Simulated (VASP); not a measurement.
Te2Mo, 6 atoms in the cell. The cell holds a slab with vacuum, 6 atoms: a = 6.362 Å, b = 3.480 Å, c = 36.176 Å, α = 90.00°, β = 90.14°, γ = 90.00°. 

| Quantity | Value |
| --- | --- |
| Program | VASP 6.6.1 |
| Task | single point |
| Functional | LDA |
| Potentials or basis | VASP PAW LDA potentials, release 64 (Te, Mo_sv) |
| Cutoff | 520 eV |
| k mesh | 6 × 10 × 1 |
| Occupations | gaussian, width 0.1 eV |
| Spin | no spin polarisation |
| Dipole correction | no |
| Further INCAR settings | ALGO = Normal; EDIFF = 1e-06; NBANDS = 35 |

Potentials or basis: VASP PAW LDA potentials, release 64 (Te, Mo_sv).

The run is started by

```sh
$ cat potpaw_LDA.64/Te/POTCAR potpaw_LDA.64/Mo_sv/POTCAR > POTCAR
$ mpirun -np 1 vasp_std > vasp.out
```

Hardware: 1 thread of Intel Xeon 6975P-C, with other jobs on the host.

Estimate the wall time of this run.

Wall time 18 min on 1 thread of Intel Xeon 6975P-C, on a shared host, peak memory 0.92 GiB. Counts: scf iterations 25, k points 24.
